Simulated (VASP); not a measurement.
Runs of VASP 6.6.1 on C. The structure is that of space group Fd-3m (No. 227), or close to it. The cells are those of the table. 

```tsv
level	cell	k mesh	smearing	gap on the mesh (eV)	pressure (GPa)	largest force (eV/Å)
r2SCAN	a = 2.518, b = 2.518, c = 2.492 Å, angles 60.3, 60.3, 60.7°, 2 atoms	12 × 12 × 12	gaussian 0.01 eV	4.30	1.3	0.01
PBE	a = 2.518, b = 2.518, c = 2.492 Å, angles 60.3, 60.3, 60.7°, 2 atoms	12 × 12 × 12	fermi-dirac 0.02 eV	4.11	(b)	0.03
HSE06	a = 2.417 Å, angles 60.0°, 2 atoms	8 × 8 × 8	gaussian 0.01 eV	(c)	64.4	-
PBE	a = 2.518, b = 2.518, c = 2.492 Å, angles 60.3, 60.3, 60.7°, 2 atoms	6 × 6 × 6	gaussian 0.01 eV	4.11	5.2	0.03
HSE06	a = 2.517 Å, angles 60.0°, 2 atoms	8 × 8 × 8	gaussian 0.01 eV	5.29	(a)	-
```

Alike in all rows: no spin polarisation.

Estimate the missing entries.

(a) -4.9; (b) 5.1; (c) 5.60.

Caveats: some runs use coarse meshes; the PAW data sets were made with another functional, which shifts forces and pressure a little (at least some runs); the cell stands under pressure (at least some runs); the cell stands under tension (at least some runs).

A k mesh can miss the band edges.
